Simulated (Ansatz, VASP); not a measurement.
**One calculation of ZrIn2Se3, two programs**

```
Zr In Se
1.0
     3.63819    0.00000    0.00000
     0.00000    3.63819    0.00000
     0.00000    0.00000   11.01510
Zr In Se
1 2 3
Direct
  0.50000 0.50000 0.00000
  0.50000 0.50000 0.32482
  0.50000 0.50000 0.67518
  0.00000 0.00000 0.83907
  0.00000 0.00000 0.16093
  0.00000 0.00000 0.50000
```

Change from the starting cell: species swapped into the Li3Tl2Cd type (P4/mmm, No. 123).

Alike in both runs: task single point; functional PBE; k mesh 6 × 6 × 2; occupations gaussian, width 0.1 eV; no spin polarisation.

```csv
,VASP,Ansatz
version,VASP 6.6.1,Ansatz 0.2.0
potentials or method,"VASP PAW PBE potentials, release 64 (Zr_sv, In_d, Se), cutoff 520 eV","scalar-relativistic, plane waves, PAW"
valence electrons in the cell,56,86
```

|  | VASP | Ansatz | Ansatz less VASP |
| --- | --- | --- | --- |
| gap on the k mesh at the Fermi level (eV) | none | none | - |
| pressure (GPa) | -5.0 | -5.0 | -0.02 |
| traceless stress, the component that is largest in VASP (GPa) | -1.75 | -1.75 | +0.002 |
| rms of the force components (eV/Å) | 0.687 | 0.687 | +0.0009 |

Atom by atom the forces differ by 0.001 eV/Å (rms over components). A gap of «none» marks a metal or a gap that the smearing closes. The functional is the same, so the differences come from potentials, cutoffs and numerics. VASP's potentials hold 56 valence electrons a cell and Ansatz's 86, so a difference there can come from the potentials and not from the codes.
